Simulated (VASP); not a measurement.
# Si4C5 in VASP: notebook, part 2 of 3

VASP 6.6.1.

## Step 3: Single point, PBE, collinear spin

File INCAR:

```
PREC = Accurate
ENCUT = 520
EDIFF = 1E-7
ISMEAR = 0
SIGMA = 0.05
LREAL = False
LASPH = True
NELM = 150
ALGO = Normal
ISIF = 2
LWAVE = False
LCHARG = False
ISPIN = 2
MAGMOM = 0 0 0 0 2 0 0 0 0
LORBIT = 11
LDIPOL = True
IDIPOL = 3
DIPOL = 0.5 0.5 0.353
GGA = PE
NBANDS = 32
```

File KPOINTS:

```
regular mesh
0
Gamma
  9 9 1
```

File POSCAR:

```
Si4C5
1.0
    3.0920147208      0.0000000000      0.0000000000
   -1.5460073604      2.6777632971      0.0000000000
    0.0000000000      0.0000000000     25.2337106667
C Si
5 4
Direct
    0.3333333333      0.6666666667      0.1585181051
    0.6666666667      0.3333333333      0.2590546646
    0.3333333333      0.6666666667      0.3607902149
    0.6666666667      0.3333333333      0.4623551549
    0.3333333333      0.6666666667      0.6009306704
    0.6666666667      0.3333333333      0.1834768895
    0.3333333333      0.6666666667      0.2840134490
    0.6666666667      0.3333333333      0.3842867907
    0.3333333333      0.6666666667      0.4848161584
```

Potentials or basis: VASP PAW PBE potentials, release 64 (C, Si).

The run is started by

```bash
$ cat potpaw_PBE.64/C/POTCAR potpaw_PBE.64/Si/POTCAR > POTCAR
$ mpirun -np 1 vasp_std > vasp.out
```

OUTCAR:

```text
PREC = Accurate
   ENCUT = 520
   EDIFF = 1E-7
   ISMEAR = 0
   LREAL = False
   LASPH = True
   NELM = 150
   ISIF = 2
   ISPIN = 2
   LORBIT = 11
   GGA = PE

 ion  position               nearest neighbor table
   1  0.333  0.667  0.159-   6 1.89   6 1.89   6 1.89
   2  0.667  0.333  0.259-   7 1.89   7 1.89   7 1.89   6 1.91
   3  0.333  0.667  0.361-   8 1.88   8 1.88   8 1.88   7 1.94
   4  0.667  0.333  0.462-   9 1.87   9 1.87   9 1.87   8 1.97
   5  0.333  0.667  0.601-
   6  0.667  0.333  0.183-   1 1.89   1 1.89   1 1.89   2 1.91   7 3.10   7 3.10   7 3.10
   7  0.333  0.667  0.284-   2 1.89   2 1.89   2 1.89   3 1.94   8 3.10   8 3.10   8 3.10   6 3.10
                             6 3.10   6 3.10
   8  0.667  0.333  0.384-   3 1.88   3 1.88   3 1.88   4 1.97   7 3.10   7 3.10   7 3.10   9 3.10
                             9 3.10   9 3.10
   9  0.333  0.667  0.485-   4 1.87   4 1.87   4 1.87   8 3.10   8 3.10   8 3.10

  LATTYP: Found a hexagonal cell.
 ALAT       =     3.0920147208
 C/A-ratio  =     8.1609283736

  Lattice vectors:

 A1 = (   3.0920147208,   0.0000000000,   0.0000000000)
 A2 = (  -1.5460073604,   2.6777632971,   0.0000000000)
 A3 = (   0.0000000000,   0.0000000000,  25.2337106667)

Analysis of symmetry for initial positions (statically):
=====================================================================
 Subroutine PRICEL returns:
 Original cell was already a primitive cell.

 Routine SETGRP: Setting up the symmetry group for a
 hexagonal supercell.

 Subroutine GETGRP returns: Found  6 space group operations
 (whereof  6 operations were pure point group operations)
 out of a pool of 24 trial point group operations.

The static configuration has the point symmetry C_3v.

Analysis of symmetry for dynamics (positions and initial velocities):
=====================================================================
 Subroutine PRICEL returns:
 Original cell was already a primitive cell.

 Routine SETGRP: Setting up the symmetry group for a
 hexagonal supercell.

 Subroutine GETGRP returns: Found  6 space group operations
 (whereof  6 operations were pure point group operations)
 out of a pool of 24 trial point group operations.

The dynamic configuration has the point symmetry C_3v.

Analysis of structural, dynamic, and magnetic symmetry:
=====================================================================
 Subroutine PRICEL returns:
 Original cell was already a primitive cell.

 Routine SETGRP: Setting up the symmetry group for a
 hexagonal supercell.

 Subroutine GETGRP returns: Found  6 space group operations
 (whereof  6 operations were pure point group operations)
 out of a pool of 24 trial point group operations.

The overall configuration has the point symmetry C_3v.

 Subroutine INISYM returns: Found  6 space group operations
 (whereof  6 operations are pure point group operations),
 and found     1 'primitive' translations

----------------------------------------------------------------------------------------

                                     Primitive cell

  volume of cell :     208.9271

  direct lattice vectors                    reciprocal lattice vectors
     3.092014721  0.000000000  0.000000000     0.323413725  0.186723001  0.000000000
    -1.546007360  2.677763297  0.000000000     0.000000000  0.373446003  0.000000000
     0.000000000  0.000000000 25.233710667     0.000000000  0.000000000  0.039629526

  length of vectors
     3.092014721  3.092014721 25.233710667     0.373446003  0.373446003  0.039629526

[... 107 lines left out ...]
   LHFCALC =     F    Hartree Fock is set to
   AEXX    =    0.0000 exact exchange contribution
   IVDW    =     0    specifies the selected vdW correction
   LEPSILON=     F    determine dielectric tensor
   LRPA    =     F    only Hartree local field effects (RPA)
 spin polarized calculation
 Gauss-broadening in eV      SIGMA  =   0.05
  energy-cutoff  :      520.00
  volume of cell :      208.93
 maximum number of plane-waves:      5652
 NGX is ok and might be reduce to    24
   NGX = 11   NGY = 11   NGZ = 93

 dipolmoment           0.000000      0.000000     -0.006363 electrons x Angstroem

 number of electron      36.0000001 magnetization       0.3507258

 dipolmoment           0.000000      0.000000      0.010279 electrons x Angstroem

 Free energy of the ion-electron system (eV)
  ---------------------------------------------------
  ext. energy  EPLUGINS =         0.00000000
  ---------------------------------------------------
  free energy    TOTEN  =       -59.35836646 eV

  energy without entropy =      -59.34570498  energy(sigma->0) =      -59.35203572

 E-fermi :   0.0343     XC(G=0):  -6.0204

 val. band max:        0.0231837216   @ k =   0.3333   0.3333   0.0000
 cond. band min:       0.0391595653   @ k =   0.3333   0.1111   0.0000
 fundamental gap:      0.0159758438
 Fermi energy:         0.0343056241

 spin component 1

 k-point     1 :       0.0000    0.0000    0.0000
  band No.  band energies     occupation
      1     -15.9954      1.00000
      2     -15.0616      1.00000
      3     -13.9631      1.00000
      4     -12.4359      1.00000
      5      -9.1353      1.00000
      6      -8.2327      1.00000
[... 385 lines left out ...]
     29       8.3176      0.00000
     30       8.7470      0.00000
 Fermi energy:         0.0343056241

 spin component 2

 k-point     1 :       0.0000    0.0000    0.0000
  band No.  band energies     occupation
      1     -15.9854      1.00000
      2     -15.0489      1.00000
      3     -13.9528      1.00000
      4     -12.4371      1.00000
      5      -8.8905      1.00000
      6      -8.1891      1.00000
[... 385 lines left out ...]
     29       8.3701      0.00000
     30       8.7750      0.00000
 [bands above 30 left out]

------------------------ aborting loop because EDIFF is reached ----------------------------------------

 vacuum level on the upper side and lower side of the slab       (xc-potential included)         0.011        -0.202

  FORCE on cell =-STRESS in cart. coord.  units (eV):
  Direction    XX          YY          ZZ          XY          YZ          ZX
  --------------------------------------------------------------------------------------
  -------------------------------------------------------------------------------------
  Total       -2.5273662     -2.5273662     -6.4157389      0.0000000      0.0000000     -0.0000000
  in kB      -19.3813447    -19.3813447    -49.1996943      0.0000000      0.0000000     -0.0000000
  external PRESSURE =     -29.3207946 kB  Pullay stress =       0.0000000 kB

 VOLUME and BASIS-vectors are now :
 -----------------------------------------------------------------------------
  energy-cutoff  :      520.00
  volume of cell :      208.93
      direct lattice vectors                 reciprocal lattice vectors
     3.092014721  0.000000000  0.000000000     0.323413725  0.186723001  0.000000000
    -1.546007360  2.677763297  0.000000000     0.000000000  0.373446003  0.000000000
     0.000000000  0.000000000 25.233710667     0.000000000  0.000000000  0.039629526

 POSITION                                       TOTAL-FORCE (eV/Angst)
 -----------------------------------------------------------------------------------
     -0.00000      1.78518      4.00000         0.000000      0.000000      2.362821
      1.54601      0.89259      6.53691         0.000000      0.000000      0.962783
     -0.00000      1.78518      9.10408        -0.000000      0.000000     -0.273936
      1.54601      0.89259     11.66694         0.000000     -0.000000     -0.418420
     -0.00000      1.78518     15.16371         0.000000      0.000000     -1.638198
      1.54601      0.89259      4.62980        -0.000000     -0.000000     -2.798566
     -0.00000      1.78518      7.16671        -0.000000      0.000000     -0.405424
      1.54601      0.89259      9.69698         0.000000      0.000000      0.422619
     -0.00000      1.78518     12.23371        -0.000000      0.000000      1.786321
 -----------------------------------------------------------------------------------
    total drift:                               -0.000000     -0.000000      0.000070

  FREE ENERGIE OF THE ION-ELECTRON SYSTEM (eV)
  ---------------------------------------------------
  free  energy   TOTEN  =       -59.3583664599 eV

  energy  without entropy=      -59.3457049779  energy(sigma->0) =      -59.35203572

 vacuum level on the upper side and lower side of the slab         6.709         6.497

 total charge

# of ion       s       p       d       tot
------------------------------------------
    1        0.873   1.514   0.000   2.388
    2        0.846   1.680   0.000   2.526
    3        0.839   1.693   0.000   2.532
    4        0.843   1.673   0.000   2.516
    5        1.061   0.865   0.000   1.926
    6        0.707   0.952   0.000   1.660
    7        0.705   0.945   0.000   1.650
    8        0.710   0.944   0.000   1.655
    9        0.732   0.883   0.000   1.616
--------------------------------------------------
tot          7.319  11.150   0.000  18.468

 magnetization (x)

# of ion       s       p       d       tot
------------------------------------------
    1       -0.001  -0.004   0.000  -0.005
    2       -0.000   0.005   0.000   0.005
    3        0.001   0.003   0.000   0.004
    4       -0.000   0.010   0.000   0.009
    5        0.006   0.115   0.000   0.121
    6       -0.000   0.000   0.000  -0.000
    7       -0.000   0.000   0.000  -0.000
    8       -0.001   0.001   0.000  -0.000
    9        0.006   0.028   0.000   0.034
--------------------------------------------------
tot          0.009   0.158   0.000   0.167
```

Run time: 6.7 min. Hardware: 1 thread of AMD EPYC 9R45 (Zen 5), shared host; peak memory 0.43 GiB.

Results:

| Item | Value |
| --- | --- |
| Free energy | -59.3584 eV |
| Largest force | 2.799 eV/Å |
| Net moment | 0.35 μB per cell |
| Site moments | C -0.01, +0.01, +0.00, +0.12 (each value once); Si -0.00, +0.03 (each value once) μB |
| Valence electrons inside the program's atomic spheres | C 2.39, 2.53, 2.52, 1.93 (each value once); Si 1.66, 1.65, 1.62 (each value once) |

Forces in eV/Å, atoms in the order of the input:
```
C    0.000  0.000  2.363
C    0.000  0.000  0.963
C    0.000  0.000 -0.274
C    0.000  0.000 -0.418
C    0.000  0.000 -1.638
Si   0.000  0.000 -2.799
Si   0.000  0.000 -0.405
Si   0.000  0.000  0.423
Si   0.000  0.000  1.786
```

(Part 2 of 3 ends here.)
